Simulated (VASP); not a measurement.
# BN (P2_1) in VASP: further runs

The runs below take BN through single point, with PBE.

Program: VASP 6.6.1. These are calculated values, not measurements. Logs are shortened: lines on timing, memory, paths and dates and some standing lists are left out, and cuts for length are marked.

## Step 1: The cell of the first run

The structure is monoclinic, space group P2_1 (No. 4). Conventional cell: a = 2.540 Å, b = 4.227 Å, c = 2.554 Å, α = 90.00°, β = 119.46°, γ = 90.00°. B (site symmetry 1) has 4 N at 1.56 to 1.58 Å within 2.1 Å. Within 2.1 Å of N (site symmetry 1) lie 4 B at 1.56 to 1.58 Å.

## Step 2: Single point, PBE (strain +0.0125 x Voigt [0, 0, 0, 0, 0, 1])

Input file INCAR:

```
PREC = Accurate ; ENCUT = 520
EDIFF = 1E-6 ; ISMEAR = 0
SIGMA = 0.05 ; LREAL = F
LASPH = T ; NELM = 60
ALGO = Normal ; ISIF = 2
LWAVE = F ; LCHARG = F
GGA = PE ; NBANDS = 16
```

Input file KPOINTS:

```
regular mesh
0
Gamma
  12 12 6
```

Input file POSCAR:

```
BN
1.0
    2.5539396017      0.0159621225      0.0000000000
   -1.2631461973      2.2037955135      0.0000000000
    0.0000000000      0.0000000000      4.2268550000
B N
2 2
Direct
    0.6666666667      0.3333333333      0.9997240000
    0.3333333333      0.6666666667      0.4997240000
    0.6666666667      0.3333333333      0.6252760000
    0.3333333333      0.6666666667      0.1252760000
```

Potentials or basis: VASP PAW PBE potentials, release 64 (B, N).

Run with:

```sh
cat potpaw_PBE.64/B/POTCAR potpaw_PBE.64/N/POTCAR > POTCAR
mpirun -np 1 vasp_std > vasp.out
```

OUTCAR:

```text
PREC = Accurate
   ENCUT = 520
   EDIFF = 1E-6
   ISMEAR = 0
   LREAL = F
   LASPH = T
   NELM = 60
   ISIF = 2
   GGA = PE

 ion  position               nearest neighbor table
   1  0.667  0.333  1.000-   4 1.56   4 1.57   4 1.57   3 1.58
   2  0.333  0.667  0.500-   3 1.56   3 1.57   3 1.57   4 1.58
   3  0.667  0.333  0.625-   2 1.56   2 1.57   2 1.57   1 1.58
   4  0.333  0.667  0.125-   1 1.56   1 1.57   1 1.57   2 1.58

  Warning from LATTYP: Monoclinic adjustment (A1->A3, A2->A1, A3->A2)!
  LATTYP: Found a simple monoclinic cell.
 ALAT       =     2.5401285363
 B/A-ratio  =     1.6640319336
 C/A-ratio  =     1.0054567894
 COS(beta)  =    -0.4918444309

  Lattice vectors:

 A1 = (  -1.2631461973,   2.2037955135,   0.0000000000)
 A2 = (   0.0000000000,   0.0000000000,   4.2268550000)
 A3 = (   2.5539396017,   0.0159621225,   0.0000000000)

Analysis of symmetry for initial positions (statically):
=====================================================================
 Subroutine PRICEL returns:
 Original cell was already a primitive cell.

 Routine SETGRP: Setting up the symmetry group for a
 simple monoclinic supercell.

 Subroutine GETGRP returns: Found  2 space group operations
 (whereof  1 operations were pure point group operations)
 out of a pool of  4 trial point group operations.

The static configuration has the point symmetry C_1 .
 The point group associated with its full space group is C_2 .

Analysis of symmetry for dynamics (positions and initial velocities):
=====================================================================
 Subroutine PRICEL returns:
 Original cell was already a primitive cell.

 Routine SETGRP: Setting up the symmetry group for a
 simple monoclinic supercell.

 Subroutine GETGRP returns: Found  2 space group operations
 (whereof  1 operations were pure point group operations)
 out of a pool of  4 trial point group operations.

The dynamic configuration has the point symmetry C_1 .
 The point group associated with its full space group is C_2 .

 Subroutine INISYM returns: Found  2 space group operations
 (whereof  1 operations are pure point group operations),
 and found     1 'primitive' translations

----------------------------------------------------------------------------------------

                                     Primitive cell

  volume of cell :      23.8755

  direct lattice vectors                    reciprocal lattice vectors
[... 94 lines left out ...]
   NSW    =      0    number of steps for IOM
   IBRION =     -1    ionic relax: 0-MD 1-quasi-New 2-CG
   NFREE  =      0    steps in history (QN), initial steepest desc. (CG)
   ISIF   =      2    stress and relaxation
   ISYM   =      2    0-nonsym 1-usesym 2-fastsym
   POTIM  = 0.5000    time-step for ionic-motion
   TEBEG  =    0.0;   TEEND  =   0.0 temperature during run
   PSTRESS=    0.0 pullay stress
   NELECT =      16.0000    total number of electrons
   NUPDOWN=      -1.0000    fix difference up-down
   EMIN   =  10.00;   EMAX   =-10.00  energy-range for DOS
   EFERMI =   0.00;   METHOD = LEGACY
   ISMEAR =     0;   SIGMA  =   0.05  broadening in eV -4-tet -1-fermi 0-gaus
   EFERMI_NEDOS =   21; number of points for ismear=-14 and -15
   IALGO  =     38    algorithm
   IMIX   =      4    mixing-type and parameters
     AMIX     =   0.40;   BMIX     =  1.00
     AMIX_MAG =   1.60;   BMIX_MAG =  1.00
  volume/ion in A,a.u.               =       5.97        40.28
  Fermi-wavevector in a.u.,A,eV,Ry     =   1.432619  2.707258 27.924563  2.052397
  Thomas-Fermi vector in A             =   2.552227
   LORBIT       =      0    0 simple, 1 ext, 2 COOP (PROOUT), +10 PAW based schemes
   GGA     = PE    functional components
   LHFCALC =     F    Hartree Fock is set to
   AEXX    =    0.0000 exact exchange contribution
   IVDW    =     0    specifies the selected vdW correction
   LEPSILON=     F    determine dielectric tensor
   LRPA    =     F    only Hartree local field effects (RPA)
 non-spin polarized calculation
 Gauss-broadening in eV      SIGMA  =   0.05
  energy-cutoff  :      520.00
  volume of cell :       23.88
 maximum number of plane-waves:       664
   NGX =  9   NGY =  9   NGZ = 15

 number of electron      16.0000000 magnetization

 Free energy of the ion-electron system (eV)
  ---------------------------------------------------
  ext. energy  EPLUGINS =         0.00000000
  ---------------------------------------------------
  free energy    TOTEN  =       -34.82794697 eV

  energy without entropy =      -34.82794697  energy(sigma->0) =      -34.82794697

 E-fermi :   7.7889     XC(G=0): -12.7613

 val. band max:        7.4694597768   @ k =   0.0000   0.0000   0.0000
 cond. band min:      12.6293172846   @ k =   0.3333   0.3333   0.0000
 fundamental gap:      5.1598575079
 Fermi energy:         7.7889366444

 k-point     1 :       0.0000    0.0000    0.0000
  band No.  band energies     occupation
      1     -12.8571      2.00000
      2      -8.7572      2.00000
      3      -3.3941      2.00000
      4       5.2916      2.00000
      5       5.3750      2.00000
      6       7.1577      2.00000
[... 433 lines left out ...]
      3      -1.4594      2.00000
      4       0.0879      2.00000
      5       0.4150      2.00000
      6       1.5169      2.00000
[... 8 lines left out ...]
     15      23.1347      0.00000
     16      23.8378      0.00000

 [... further k-points ...]

------------------------ aborting loop because EDIFF is reached ----------------------------------------

  FORCE on cell =-STRESS in cart. coord.  units (eV):
  Direction    XX          YY          ZZ          XY          YZ          ZX
  --------------------------------------------------------------------------------------
  -------------------------------------------------------------------------------------
  Total        0.0759950      0.0817707     -0.0482655     -0.7626135      0.0000000      0.0000000
  in kB        5.0996872      5.4872652     -3.2388823    -51.1755817      0.0000000      0.0000000
  external PRESSURE =       2.4493567 kB  Pullay stress =       0.0000000 kB

 VOLUME and BASIS-vectors are now :
 -----------------------------------------------------------------------------
  energy-cutoff  :      520.00
  volume of cell :       23.88
      direct lattice vectors                 reciprocal lattice vectors
     2.553939602  0.015962122  0.000000000     0.390154287  0.223624152  0.000000000
    -1.263146197  2.203795513  0.000000000    -0.002825893  0.452142895  0.000000000
     0.000000000  0.000000000  4.226855000     0.000000000  0.000000000  0.236582518

 POSITION                                       TOTAL-FORCE (eV/Angst)
 -----------------------------------------------------------------------------------
      1.28158      0.74524      4.22569         0.025565     -0.002945      0.012593
      0.00922      1.47452      2.11226        -0.025565      0.002945      0.012593
      1.28158      0.74524      2.64295         0.055080     -0.003020     -0.012593
      0.00922      1.47452      0.52952        -0.055080      0.003020     -0.012593
 -----------------------------------------------------------------------------------
    total drift:                                0.000000      0.000000      0.000178

  FREE ENERGIE OF THE ION-ELECTRON SYSTEM (eV)
  ---------------------------------------------------
  free  energy   TOTEN  =       -34.8279469705 eV

  energy  without entropy=      -34.8279469705  energy(sigma->0) =      -34.82794697
```

It took 2.1 min on 1 thread of Intel Xeon 8259CL, shared host; peak memory 0.21 GiB.

What came out:

| Quantity | Value |
| --- | --- |
| Free energy | -34.8279 eV |
| Pressure | 0.2 GPa |
| Largest force | 0.057 eV/Å |
| Band gap on the k mesh | 5.16 eV (least direct gap 8.18 eV) |

Forces on the atoms (eV/Å):
```
B    0.026 -0.003  0.013
B   -0.026  0.003  0.013
N    0.055 -0.003 -0.013
N   -0.055  0.003 -0.013
```

Stress tensor (GPa, compression positive):
```
 0.51 -5.12  0.00
-5.12  0.55  0.00
 0.00  0.00 -0.32
```

Caveat: the cell differs from its parent crystal (strain +0.0125 x Voigt [0, 0, 0, 0, 0, 1]). A k mesh can miss the band edges.

## Step 3: Single point, PBE (strain +0.0075 x Voigt [0, 0, 0, 0, 0, 1])

Input file INCAR:

```
PREC = Accurate
ENCUT = 520
EDIFF = 1E-6
ISMEAR = 0
SIGMA = 0.05
LREAL = F
LASPH = T
NELM = 60
ALGO = Normal
ISIF = 2
LWAVE = F
LCHARG = T
GGA = PE
LELF = T
LVHAR = T
NBANDS = 16
```

Input file KPOINTS:

```
Automatic mesh
0
Gamma
  12 12 6
```

Edit POSCAR of step 2 so:

```diff
@@ -2,4 +2,4 @@
 1.0
-    2.5539396017      0.0159621225      0.0000000000
-   -1.2631461973      2.2037955135      0.0000000000
+    2.5539396017      0.0095772735      0.0000000000
+   -1.2686756387      2.2069879380      0.0000000000
     0.0000000000      0.0000000000      4.2268550000
```

Potentials or basis: VASP PAW PBE potentials, release 64 (B, N).

Run with:

```sh
cat potpaw_PBE.64/B/POTCAR potpaw_PBE.64/N/POTCAR > POTCAR
mpirun -np 1 vasp_std > vasp.out
```

Run time: 2.2 min. Hardware: 1 thread of Intel Xeon 8259CL, shared host; peak memory 0.21 GiB.

The run converged. Its results:

```
Free energy            : -34.8310 eV
Pressure               : 0.2 GPa
Largest force          : 0.036 eV/Å
Band gap on the k mesh : 5.17 eV (least direct gap 8.21 eV)
```

Forces in eV/Å, atoms in the order of the input:
```
B    0.015 -0.001  0.014
B   -0.015  0.001  0.014
N    0.033 -0.001 -0.014
N   -0.033  0.001 -0.014
```

Stress tensor (GPa, compression positive):
```
 0.47 -3.07  0.00
-3.07  0.49  0.00
 0.00  0.00 -0.32
```

Levels at points of the mesh, in eV from the valence-band top:
| k point | band 4 | band 5 | band 6 | band 7 | band 8 | band 9 | band 10 | band 11 | band 12 | band 13 |
| --- | --- | --- | --- | --- | --- | --- | --- | --- | --- | --- |
| (0.00, 0.00, 0.00) | -2.15 | -2.10 | -0.30 | -0.04 | 0.00 | 8.24 | 8.37 | 8.51 | 9.41 | 10.59 |
| (0.50, 0.00, 0.00) | -7.76 | -6.92 | -4.88 | -4.39 | -2.06 | 6.78 | 7.92 | 10.59 | 11.47 | 12.74 |
| (0.00, 0.50, 0.00) | -7.77 | -6.88 | -4.95 | -4.39 | -2.12 | 6.66 | 7.91 | 10.53 | 11.37 | 12.77 |
| (0.50, 0.50, 0.00) | -7.77 | -6.83 | -5.02 | -4.39 | -2.17 | 6.54 | 7.89 | 10.46 | 11.27 | 12.80 |
| (0.00, 0.00, 0.50) | -5.70 | -1.21 | -1.21 | -1.16 | -1.16 | 9.36 | 9.36 | 9.80 | 9.80 | 9.93 |
| (0.50, 0.00, 0.50) | -9.97 | -3.69 | -3.69 | -3.58 | -3.58 | 6.58 | 6.58 | 9.98 | 9.98 | 14.19 |
| (0.00, 0.50, 0.50) | -9.96 | -3.75 | -3.75 | -3.56 | -3.56 | 6.53 | 6.53 | 9.95 | 9.95 | 14.15 |
| (0.50, 0.50, 0.50) | -9.95 | -3.82 | -3.82 | -3.55 | -3.55 | 6.48 | 6.48 | 9.92 | 9.92 | 14.11 |

Caveat: the cell differs from its parent crystal (strain +0.0075 x Voigt [0, 0, 0, 0, 0, 1]).

## Step 4: Single point, PBE (strain +0.0025 x Voigt [0, 0, 0, 0, 0, 1])

Input file INCAR:

```
SYSTEM = BN
PREC = Accurate ; ENCUT = 520
EDIFF = 1E-7 ; ISMEAR = 0
SIGMA = 0.05 ; LREAL = .False.
LASPH = .True. ; NELM = 100
ALGO = Normal ; ISIF = 2
LWAVE = .False. ; LCHARG = .True.
GGA = PE ; LELF = .True.
LVHAR = .True. ; NBANDS = 16
```

Input file KPOINTS:

```
Automatic mesh
0
Gamma
  12 12 6
  0 0 0
```

Edit POSCAR of step 3 so:

```diff
@@ -2,4 +2,4 @@
 1.0
-    2.5539396017      0.0095772735      0.0000000000
-   -1.2686756387      2.2069879380      0.0000000000
+    2.5539396017      0.0031924245      0.0000000000
+   -1.2742050802      2.2101803625      0.0000000000
     0.0000000000      0.0000000000      4.2268550000
```

Run with:

```sh
cat potpaw_PBE.64/B/POTCAR potpaw_PBE.64/N/POTCAR > POTCAR
mpirun -np 1 vasp_std > vasp.out
```

Wall time 2.1 min (1 thread of Intel Xeon 8259CL, shared host); peak memory 0.2 GiB.

Results (log left out):

```
Free energy            : -34.8325 eV
Pressure               : 0.2 GPa
Largest force          : 0.018 eV/Å
Band gap on the k mesh : 5.19 eV (least direct gap 8.23 eV)
```

Forces on the atoms (eV/Å):
```
B    0.005  0.000  0.014
B   -0.005  0.000  0.014
N    0.011  0.000 -0.014
N   -0.011  0.000 -0.014
```

Stress tensor (GPa, compression positive):
```
 0.45 -1.02  0.00
-1.02  0.46  0.00
 0.00  0.00 -0.32
```

Levels at points of the mesh, in eV from the valence-band top:
```tsv
k point	band 5	band 6	band 7	band 8	band 9	band 10	band 11	band 12
(0.00, 0.00, 0.00)	-2.10	-0.28	-0.01	0.00	8.31	8.35	8.52	9.41
(0.50, 0.00, 0.00)	-6.88	-4.92	-4.37	-2.08	6.71	7.93	10.56	11.41
(0.00, 0.50, 0.00)	-6.86	-4.94	-4.37	-2.10	6.67	7.92	10.54	11.38
(0.50, 0.50, 0.00)	-6.85	-4.96	-4.37	-2.12	6.64	7.92	10.52	11.35
(0.00, 0.00, 0.50)	-1.18	-1.18	-1.16	-1.16	9.40	9.40	9.85	9.85
(0.50, 0.00, 0.50)	-3.71	-3.71	-3.56	-3.56	6.56	6.56	9.97	9.97
(0.00, 0.50, 0.50)	-3.74	-3.74	-3.55	-3.55	6.55	6.55	9.96	9.96
(0.50, 0.50, 0.50)	-3.76	-3.76	-3.55	-3.55	6.53	6.53	9.95	9.95
```

Caveat: the cell differs from its parent crystal (strain +0.0025 x Voigt [0, 0, 0, 0, 0, 1]).

## Step 5: Overview

```csv
cell,gap on the mesh (eV),pressure (GPa),largest force (eV/Å)
"a = 2.554, b = 2.540, c = 4.227 Å, angles 90.0, 90.0, 119.5°, 4 atoms",5.16,0.2,0.06
"a = 2.554, b = 2.546, c = 4.227 Å, angles 90.0, 90.0, 119.7°, 4 atoms",5.17,0.2,0.04
"a = 2.554, b = 2.551, c = 4.227 Å, angles 90.0, 90.0, 119.9°, 4 atoms",5.19,0.2,0.02
```

Alike in all rows: task single point; level PBE; potentials or basis VASP PAW PBE potentials, release 64 (B, N); no spin polarisation; k mesh 12 × 12 × 6; cutoff (eV) 520; smearing gaussian 0.05 eV.

Total energies depend on the potentials used, so only differences within one code and one set of settings carry meaning.
